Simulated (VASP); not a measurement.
# CdF2 (I4/mmm) in VASP: further runs, part 2 of 2

VASP 6.6.1. The steps go on from the part before.

## 3. Single point, r2SCAN (uniaxial x strain -5.3%)

POSCAR

```
CdF2
1.0
    0.0000000000      2.6941776812      2.6941776812
    2.5516556819      0.0000000000      2.6941776812
    2.5516556819      2.6941776812      0.0000000000
Cd F
1 2
Direct
    0.0000000000      0.0000000000      0.0000000000
    0.2500000000      0.2500000000      0.2500000000
    0.7500000000      0.7500000000      0.7500000000
```

INCAR.step1

```
PREC = Accurate
ENCUT = 520
ISMEAR = 0
SIGMA = 0.01
LREAL = F
LASPH = T
NELM = 80
NBANDS = 20
GGA = PE
ALGO = Normal
EDIFF = 1E-4
LWAVE = T
LCHARG = F
```

INCAR.step2

```
PREC = Accurate
ENCUT = 520
EDIFF = 1E-6
ISMEAR = 0
SIGMA = 0.01
LREAL = F
LASPH = T
NELM = 80
ALGO = Normal
ISIF = 2
LWAVE = F
LCHARG = F
METAGGA = R2SCAN
LMIXTAU = T
NBANDS = 20
ISTART = 1
```

KPOINTS

```
regular mesh
0
Gamma
  8 8 8
```

Potentials or basis: VASP PAW PBE potentials, release 64 (Cd, F).

Launch:

```console
cat potpaw_PBE.64/Cd/POTCAR potpaw_PBE.64/F/POTCAR > POTCAR
cp INCAR.step1 INCAR
mpirun -np 1 vasp_std > vasp.out
cp INCAR.step2 INCAR
mpirun -np 1 vasp_std > vasp.out
```

Run time: 2.5 min. Hardware: 1 thread of Intel Xeon Platinum 8259CL at 2.50GHz (Skylake/Cascade Lake), shared host; peak memory 0.19 GiB.

Results (log left out):

```yaml
Free_energy: -33.6294 eV
Pressure: 8.3 GPa
Band_gap_on_the_k_mesh: 3.86 eV, indirect (least direct gap 4.29 eV)
```

Stress tensor (GPa, compression positive):
```
12.73  0.00  0.00
 0.00  6.11  0.00
 0.00  0.00  6.11
```

Levels at points of the mesh, in eV from the valence-band top:
| k point | band 9 | band 10 | band 11 | band 12 | band 13 | band 14 | band 15 | band 16 | band 17 | band 18 |
| --- | --- | --- | --- | --- | --- | --- | --- | --- | --- | --- |
| (0.00, 0.00, 0.00) | -1.35 | -0.84 | -0.62 | -0.43 | -0.43 | 3.86 | 13.74 | 13.88 | 13.88 | 18.39 |
| (0.50, 0.00, 0.00) | -2.59 | -2.18 | -2.04 | -0.43 | -0.41 | 8.34 | 9.77 | 15.81 | 16.28 | 18.99 |
| (0.50, 0.50, 0.00) | -3.21 | -3.19 | -0.78 | -0.21 | -0.02 | 9.30 | 10.82 | 12.25 | 15.50 | 16.18 |
| (0.00, 0.50, 0.50) | -3.39 | -3.06 | -0.43 | -0.19 | -0.19 | 9.12 | 10.71 | 12.34 | 15.56 | 15.56 |

Caveat: the cell differs from its parent crystal (uniaxial x strain -5.3%); the PAW data sets were made with another functional, which shifts forces and pressure a little. A k mesh can miss the band edges.

## 4. Single point, r2SCAN (biaxial xy strain +3.9%)

POSCAR

```
CdF2
1.0
    0.0000000000      2.7989811930      2.6941776812
    2.7989811930      0.0000000000      2.6941776812
    2.7989811930      2.7989811930      0.0000000000
Cd F
1 2
Direct
    0.0000000000      0.0000000000      0.0000000000
    0.2500000000      0.2500000000      0.2500000000
    0.7500000000      0.7500000000      0.7500000000
```

INCAR.step1

```
PREC = Accurate
ENCUT = 520
ISMEAR = 0
SIGMA = 0.01
LREAL = False
LASPH = True
NELM = 80
NBANDS = 20
GGA = PE
ALGO = Normal
EDIFF = 1E-4
LWAVE = True
LCHARG = False
```

INCAR.step2

```
PREC = Accurate
ENCUT = 520
EDIFF = 1E-7
ISMEAR = 0
SIGMA = 0.01
LREAL = False
LASPH = True
NELM = 80
ALGO = Normal
ISIF = 2
LWAVE = False
LCHARG = False
METAGGA = R2SCAN
LMIXTAU = True
NBANDS = 20
ISTART = 1
```

KPOINTS

```
Automatic mesh
0
Gamma
  8 8 8
```

Potentials or basis: VASP PAW PBE potentials, release 64 (Cd, F).

Launch:

```console
cat potpaw_PBE.64/Cd/POTCAR potpaw_PBE.64/F/POTCAR > POTCAR
cp INCAR.step1 INCAR
mpirun -np 1 vasp_std > vasp.out
cp INCAR.step2 INCAR
mpirun -np 1 vasp_std > vasp.out
```

OUTCAR:

```text
PREC = Accurate
   ENCUT = 520
   EDIFF = 1E-7
   ISMEAR = 0
   LREAL = False
   LASPH = True
   NELM = 80
   ISIF = 2
   METAGGA = R2SCAN
   ISTART = 1

 ion  position               nearest neighbor table
   1  0.000  0.000  0.000-   3 2.39   3 2.39   3 2.39   2 2.39   3 2.39   2 2.39   2 2.39   2 2.39

   2  0.250  0.250  0.250-   1 2.39   1 2.39   1 2.39   1 2.39
   3  0.750  0.750  0.750-   1 2.39   1 2.39   1 2.39   1 2.39

  LATTYP: Found a body centered tetragonal cell.
 ALAT       =     3.9583571640
[... 198 lines left out ...]
      5      -7.8334      2.00000
      6      -6.9410      2.00000
[... 541 lines left out ...]
     19      17.2432      0.00000
     20      18.4412      0.00000

 [... further k-points ...]
[... 5 lines left out ...]
  --------------------------------------------------------------------------------------
  -------------------------------------------------------------------------------------
  Total       -2.1018506     -2.1018506     -1.0059435      0.0000000      0.0000000      0.0000000
  in kB      -79.7730564    -79.7730564    -38.1793026      0.0000000      0.0000000      0.0000000
  external PRESSURE =     -65.9084718 kB  Pullay stress =       0.0000000 kB

 VOLUME and BASIS-vectors are now :
 -----------------------------------------------------------------------------
  energy-cutoff  :      520.00
  volume of cell :       42.21
      direct lattice vectors                 reciprocal lattice vectors
     0.000000000  2.798981193  2.694177681    -0.178636427  0.178636427  0.185585384
     2.798981193  0.000000000  2.694177681     0.178636427 -0.178636427  0.185585384
     2.798981193  2.798981193  0.000000000     0.178636427  0.178636427 -0.185585384

 POSITION                                       TOTAL-FORCE (eV/Angst)
 -----------------------------------------------------------------------------------
      0.00000      0.00000      0.00000        -0.000000      0.000000      0.000000
      1.39949      1.39949      1.34709         0.000000      0.000000     -0.000000
      4.19847      4.19847      4.04127        -0.000000     -0.000000     -0.000000
 -----------------------------------------------------------------------------------
    total drift:                                0.000000     -0.000000      0.000000

  FREE ENERGIE OF THE ION-ELECTRON SYSTEM (eV)
  ---------------------------------------------------
  free  energy   TOTEN  =       -33.6519271225 eV

  energy  without entropy=      -33.6519271225  energy(sigma->0) =      -33.65192712
```

OUTCAR.step1:

```text
PREC = Accurate
   ENCUT = 520
   ISMEAR = 0
   LREAL = False
   LASPH = True
[... 779 lines left out ...]
      0.00000      0.00000      0.00000         0.000000     -0.000000      0.000000
      1.39949      1.39949      1.34709        -0.000000     -0.000000      0.000000
      4.19847      4.19847      4.04127         0.000000      0.000000     -0.000000
 -----------------------------------------------------------------------------------
    total drift:                                0.000000     -0.000000      0.000000

  FREE ENERGIE OF THE ION-ELECTRON SYSTEM (eV)
  ---------------------------------------------------
  free  energy   TOTEN  =       -10.8900060021 eV

  energy  without entropy=      -10.8900060021  energy(sigma->0) =      -10.89000600
```

Wall time 3.8 min (1 thread of Intel Xeon Platinum 8259CL at 2.50GHz (Skylake/Cascade Lake), shared host); peak memory 0.2 GiB.

Results:

| Item | Value |
| --- | --- |
| Free energy | -33.6519 eV |
| Pressure | -6.6 GPa |
| Band gap on the k mesh | 3.42 eV, indirect (least direct gap 4.02 eV) |

Levels at points of the mesh, in eV from the valence-band top:
```csv
k point,band 9,band 10,band 11,band 12,band 13,band 14,band 15,band 16,band 17,band 18
"(0.00, 0.00, 0.00)",-0.94,-0.71,-0.64,-0.60,-0.60,3.42,13.09,13.21,13.21,17.16
"(0.50, 0.00, 0.00)",-2.00,-1.65,-1.57,-0.50,-0.48,7.33,9.37,14.71,14.98,18.14
"(0.50, 0.50, 0.00)",-2.66,-2.66,-0.27,-0.15,-0.15,8.11,10.00,11.97,14.42,14.42
"(0.50, 0.00, 0.50)",-2.66,-2.55,-0.48,-0.17,-0.02,8.18,10.07,11.96,14.38,14.81
```

Caveat: the cell differs from its parent crystal (biaxial xy strain +3.9%); the PAW data sets were made with another functional, which shifts forces and pressure a little. A k mesh can miss the band edges.

## 5. Overview

| level | cell | smearing | gap on the mesh (eV) | pressure (GPa) |
| --- | --- | --- | --- | --- |
| PBE | a = 3.810, b = 3.711, c = 3.711 Å, angles 61.8, 59.1, 59.1°, 3 atoms | fermi-dirac 0.02 eV | 3.17 | 13.7 |
| r2SCAN | a = 3.810, b = 3.711, c = 3.711 Å, angles 61.8, 59.1, 59.1°, 3 atoms | gaussian 0.01 eV | 3.86 | 8.3 |
| r2SCAN | a = 3.885, b = 3.885, c = 3.958 Å, angles 59.4, 59.4, 61.3°, 3 atoms | gaussian 0.01 eV | 3.42 | -6.6 |

Alike in all rows: task single point; potentials or basis VASP PAW PBE potentials, release 64 (Cd, F); no spin polarisation; k mesh 8 × 8 × 8; cutoff (eV) 520.

Caveats: the PAW data sets were made with another functional, which shifts forces and pressure a little (some runs).

Absolute energies hang on the potentials; compare differences alone.
